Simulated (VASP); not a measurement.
Input of a VASP 6.6.1 run:

INCAR

```
  PREC = Accurate
  ENCUT = 520
  EDIFF = 1E-7
  ISMEAR = -1
  SIGMA = 0.1
  LREAL = False
  LASPH = True
  NELM = 60
  ALGO = Normal
  ISIF = 2
  LWAVE = False
  LCHARG = False
  GGA = CA
  NBANDS = 11
```

File KPOINTS:

```
Automatic mesh
0
Gamma
  15 15 15
```

Contents of POSCAR:

```
AlN
1.0
    0.0000000000      1.6431233689      1.6431233689
    1.6431233689      0.0000000000      1.6431233689
    1.6431233689      1.6431233689      0.0000000000
Al N
1 1
Direct
    0.0000000000      0.0000000000      0.0000000000
    0.5000000000      0.5000000000      0.5000000000
```

Potentials or basis: VASP PAW LDA potentials, release 64 (Al, N).

Run with:

```bash
$ cat potpaw_LDA.64/Al/POTCAR potpaw_LDA.64/N/POTCAR > POTCAR
$ mpirun -np 1 vasp_std > vasp.out
```

(1) Predict the band gap on the k mesh.

(2) Predict the pressure.

## Answers

(1) 3.00 eV, indirect (least direct gap 7.70 eV).

(2) 534.0 GPa.
